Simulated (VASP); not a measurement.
# PbO (P6_3mc) in VASP: a series of runs, part 2 of 2

VASP 6.6.1. Earlier steps stand in the parts before.

## (3) Single point, PBE

The input, INCAR:

```
SYSTEM = PbO
ALGO     = Normal         ! electronic algorithm
EDIFF    = 1E-6           ! SCF threshold, eV
ENCUT    = 520            ! plane-wave cutoff, eV
GGA      = PE             ! functional
ISIF     = 2              ! what is computed and relaxed
ISMEAR   = 0              ! smearing method
LASPH    = .TRUE.         ! aspherical terms in the spheres
LCHARG   = .FALSE.        ! write CHGCAR
LREAL    = .FALSE.        ! projectors in reciprocal space
LWAVE    = .FALSE.        ! write WAVECAR
NBANDS   = 28             ! bands
NELM     = 60             ! most SCF steps
PREC     = Accurate       ! precision mode
SIGMA    = 0.01           ! smearing width, eV
```

The input, KPOINTS:

```
k-points
0
G
  6 6 2
  0 0 0
```

The input, POSCAR:

```
PbO
1.0
    4.1968626294      0.0000000000      0.0000000000
   -2.0984313147      3.6345896532      0.0000000000
    0.0000000000      0.0000000000      5.6222899483
Pb O
2 2
Direct
    0.3333333333      0.6666666667     -0.0195315233
    0.6666666667      0.3333333333      0.4804684767
    0.3333333333      0.6666666667      0.3945315233
    0.6666666667      0.3333333333      0.8945315233
```

Potentials or basis: VASP PAW PBE potentials, release 64 (Pb_d, O).

On the command line:

```
cat potpaw_PBE.64/Pb_d/POTCAR potpaw_PBE.64/O/POTCAR > POTCAR
mpirun -np 1 vasp_std > vasp.out
```

OUTCAR:

```text
SYSTEM = PbO
   EDIFF = 1E-6
   ENCUT = 520
   GGA = PE
   ISIF = 2
   ISMEAR = 0
   LASPH = .TRUE.
   LREAL = .FALSE.
   NELM = 60
   PREC = Accurate

 ion  position               nearest neighbor table
   1  0.333  0.667  0.980-   3 2.33   4 2.47   4 2.47   4 2.47   2 3.71   2 3.71   2 3.71   2 3.71
                             2 3.71   2 3.71
   2  0.667  0.333  0.480-   4 2.33   3 2.47   3 2.47   3 2.47   1 3.71   1 3.71   1 3.71   1 3.71
                             1 3.71   1 3.71
   3  0.333  0.667  0.395-   1 2.33   2 2.47   2 2.47   2 2.47
   4  0.667  0.333  0.895-   2 2.33   1 2.47   1 2.47   1 2.47

  LATTYP: Found a hexagonal cell.
 ALAT       =     4.1968626294
 C/A-ratio  =     1.3396411665

  Lattice vectors:

 A1 = (   4.1968626294,   0.0000000000,   0.0000000000)
 A2 = (  -2.0984313147,   3.6345896532,   0.0000000000)
 A3 = (   0.0000000000,   0.0000000000,   5.6222899483)

Analysis of symmetry for initial positions (statically):
=====================================================================
 Subroutine PRICEL returns:
 Original cell was already a primitive cell.

 Routine SETGRP: Setting up the symmetry group for a
 hexagonal supercell.

 Subroutine GETGRP returns: Found 12 space group operations
 (whereof  6 operations were pure point group operations)
 out of a pool of 24 trial point group operations.

The static configuration has the point symmetry C_3v.
 The point group associated with its full space group is C_6v.

Analysis of symmetry for dynamics (positions and initial velocities):
=====================================================================
 Subroutine PRICEL returns:
 Original cell was already a primitive cell.

 Routine SETGRP: Setting up the symmetry group for a
 hexagonal supercell.

 Subroutine GETGRP returns: Found 12 space group operations
 (whereof  6 operations were pure point group operations)
 out of a pool of 24 trial point group operations.

The dynamic configuration has the point symmetry C_3v.
 The point group associated with its full space group is C_6v.

 Subroutine INISYM returns: Found 12 space group operations
 (whereof  6 operations are pure point group operations),
 and found     1 'primitive' translations

----------------------------------------------------------------------------------------

                                     Primitive cell

  volume of cell :      85.7617

  direct lattice vectors                    reciprocal lattice vectors
     4.196862629  0.000000000  0.000000000     0.238273227  0.137567111  0.000000000
    -2.098431315  3.634589653  0.000000000     0.000000000  0.275134223  0.000000000
     0.000000000  0.000000000  5.622289948     0.000000000  0.000000000  0.177863470

  length of vectors
     4.196862629  4.196862629  5.622289948     0.275134223  0.275134223  0.177863470

  position of ions in fractional coordinates (direct lattice)
     0.333333333  0.666666667  0.980468477
     0.666666667  0.333333333  0.480468477
     0.333333333  0.666666667  0.394531523
     0.666666667  0.333333333  0.894531523

  ion indices of the primitive-cell ions
   primitive index   ion index
                 1           1
                 2           2
                 3           3
                 4           4

[... 29 lines left out ...]
  0.166667 -0.000000  0.000000      6.000000
  0.333333 -0.000000  0.000000      6.000000
  0.500000  0.000000  0.000000      3.000000
  0.166667  0.166667  0.000000      6.000000
  0.333333  0.166667  0.000000     12.000000
  0.333333  0.333333  0.000000      2.000000
  0.000000  0.000000  0.500000      1.000000
  0.166667 -0.000000  0.500000      6.000000
  0.333333 -0.000000  0.500000      6.000000
  0.500000  0.000000  0.500000      3.000000
  0.166667  0.166667  0.500000      6.000000
  0.333333  0.166667  0.500000     12.000000
  0.333333  0.333333  0.500000      2.000000
   k-points           NKPTS =     14   k-points in BZ     NKDIM =     14   number of bands    NBANDS=     28
   number of dos      NEDOS =    301   number of ions     NIONS =      4
   total plane-waves  NPLWV =  43008
   dimension x,y,z NGX =    32 NGY =   32 NGZ =   42
   dimension x,y,z NGXF=    64 NGYF=   64 NGZF=   84
   ions per type =               2   2
   NGX,Y,Z   is equivalent  to a cutoff of  12.68, 12.68, 12.42 a.u.
   NGXF,Y,Z  is equivalent  to a cutoff of  25.35, 25.35, 24.84 a.u.
 SYSTEM =  PbO
   PREC   = accura    normal or accurate (medium, high low for compatibility)
   ISTART =      0    job   : 0-new  1-cont  2-samecut
   ICHARG =      2    charge: 1-file 2-atom 10-const
   ISPIN  =      1    spin polarized calculation?
   LNONCOLLINEAR =      F non collinear calculations
   LSORBIT =      F    spin-orbit coupling
   LASPH  =      T    aspherical Exc in radial PAW
   ENCUT  =  520.0 eV  38.22 Ry    6.18 a.u.   7.80  7.80 10.45*2*pi/ulx,y,z
   NELM   =     60;   NELMIN=  2; NELMDL= -5     # of ELM steps
   EDIFF  = 0.1E-05   stopping-criterion for ELM
   LREAL  =      F    real-space projection
   EDIFFG = 0.1E-04   stopping-criterion for IOM
   NSW    =      0    number of steps for IOM
   IBRION =     -1    ionic relax: 0-MD 1-quasi-New 2-CG
   NFREE  =      0    steps in history (QN), initial steepest desc. (CG)
   ISIF   =      2    stress and relaxation
   ISYM   =      2    0-nonsym 1-usesym 2-fastsym
   POTIM  = 0.5000    time-step for ionic-motion
   TEBEG  =    0.0;   TEEND  =   0.0 temperature during run
   PSTRESS=    0.0 pullay stress
   NELECT =      40.0000    total number of electrons
   NUPDOWN=      -1.0000    fix difference up-down
   EMIN   =  10.00;   EMAX   =-10.00  energy-range for DOS
   EFERMI =   0.00;   METHOD = LEGACY
   ISMEAR =     0;   SIGMA  =   0.01  broadening in eV -4-tet -1-fermi 0-gaus
   EFERMI_NEDOS =   21; number of points for ismear=-14 and -15
   IALGO  =     38    algorithm
   IMIX   =      4    mixing-type and parameters
     AMIX     =   0.40;   BMIX     =  1.00
     AMIX_MAG =   1.60;   BMIX_MAG =  1.00
  volume/ion in A,a.u.               =      21.44       144.69
  Fermi-wavevector in a.u.,A,eV,Ry     =   1.269591  2.399178 21.930691  1.611860
  Thomas-Fermi vector in A             =   2.402624
   LORBIT       =      0    0 simple, 1 ext, 2 COOP (PROOUT), +10 PAW based schemes
   GGA     = PE    functional components
   LHFCALC =     F    Hartree Fock is set to
   AEXX    =    0.0000 exact exchange contribution
   IVDW    =     0    specifies the selected vdW correction
   LEPSILON=     F    determine dielectric tensor
   LRPA    =     F    only Hartree local field effects (RPA)
 non-spin polarized calculation
 Gauss-broadening in eV      SIGMA  =   0.01
  energy-cutoff  :      520.00
  volume of cell :       85.76
 maximum number of plane-waves:      2360
 NGX is ok and might be reduce to    32
   NGX = 15   NGY = 15   NGZ = 21

 number of electron      39.9999994 magnetization

 Free energy of the ion-electron system (eV)
  ---------------------------------------------------
  ext. energy  EPLUGINS =         0.00000000
  ---------------------------------------------------
  free energy    TOTEN  =       -20.77082528 eV

  energy without entropy =      -20.77082528  energy(sigma->0) =      -20.77082528

 E-fermi :   4.7526     XC(G=0):  -9.4401

 val. band max:        4.6537271287   @ k =   0.3333   0.3333   0.5000
 cond. band min:       6.5211611838   @ k =   0.5000   0.0000   0.5000
 fundamental gap:      1.8674340551
 Fermi energy:         4.7526390229

 k-point     1 :       0.0000    0.0000    0.0000
  band No.  band energies     occupation
      1     -13.1075      2.00000
      2     -12.9083      2.00000
      3     -11.4953      2.00000
      4     -11.4953      2.00000
      5     -11.4588      2.00000
      6     -11.4588      2.00000
[... 423 lines left out ...]
     27      14.9916      0.00000
     28      14.9916      0.00000

------------------------ aborting loop because EDIFF is reached ----------------------------------------

  FORCE on cell =-STRESS in cart. coord.  units (eV):
  Direction    XX          YY          ZZ          XY          YZ          ZX
  --------------------------------------------------------------------------------------
  -------------------------------------------------------------------------------------
  Total        0.8909213      0.8909213      2.4684734      0.0000000      0.0000000      0.0000000
  in kB       16.6439556     16.6439556     46.1153650      0.0000000      0.0000000      0.0000000
  external PRESSURE =      26.4677587 kB  Pullay stress =       0.0000000 kB

 VOLUME and BASIS-vectors are now :
 -----------------------------------------------------------------------------
  energy-cutoff  :      520.00
  volume of cell :       85.76
      direct lattice vectors                 reciprocal lattice vectors
     4.196862629  0.000000000  0.000000000     0.238273227  0.137567111  0.000000000
    -2.098431315  3.634589653  0.000000000     0.000000000  0.275134223  0.000000000
     0.000000000  0.000000000  5.622289948     0.000000000  0.000000000  0.177863470

 POSITION                                       TOTAL-FORCE (eV/Angst)
 -----------------------------------------------------------------------------------
     -0.00000      2.42306      5.51248         0.000000      0.000000      0.007549
      2.09843      1.21153      2.70133        -0.000000     -0.000000      0.007549
     -0.00000      2.42306      2.21817         0.000000      0.000000     -0.007549
      2.09843      1.21153      5.02932        -0.000000     -0.000000     -0.007549
 -----------------------------------------------------------------------------------
    total drift:                               -0.000000      0.000000      0.000791

  FREE ENERGIE OF THE ION-ELECTRON SYSTEM (eV)
  ---------------------------------------------------
  free  energy   TOTEN  =       -20.7708252780 eV

  energy  without entropy=      -20.7708252780  energy(sigma->0) =      -20.77082528
```

Wall time 47 s (1 thread of AMD EPYC 7R13, shared host); peak memory 0.17 GiB.

Results:

| Quantity | Value |
| --- | --- |
| Free energy | -20.7708 eV |
| Pressure | 2.6 GPa |
| Largest force | 0.008 eV/Å |
| Band gap on the k mesh | 1.87 eV, indirect (least direct gap 2.07 eV) |

Forces in eV/Å, atoms in the order of the input:
```
Pb   0.000  0.000  0.008
Pb   0.000  0.000  0.008
O    0.000  0.000 -0.008
O    0.000  0.000 -0.008
```

Levels at points of the mesh, in eV from the valence-band top:
```
           k point  band 18  band 19  band 20  band 21  band 22  band 23
(0.00, 0.00, 0.00)    -2.16    -2.16    -2.14     3.81     4.64     4.64
(0.50, 0.00, 0.00)    -2.55    -0.97    -0.82     2.14     3.45     4.84
(0.00, 0.00, 0.50)    -2.52    -1.58    -1.58     3.61     3.61     4.76
(0.50, 0.00, 0.50)    -2.64    -0.67    -0.67     1.87     1.87     4.82
```

Caveat: the k points lie up to 0.56 Å⁻¹ apart; spin-orbit coupling is left out, which moves the levels of the heavy elements. A k mesh can miss the band edges.
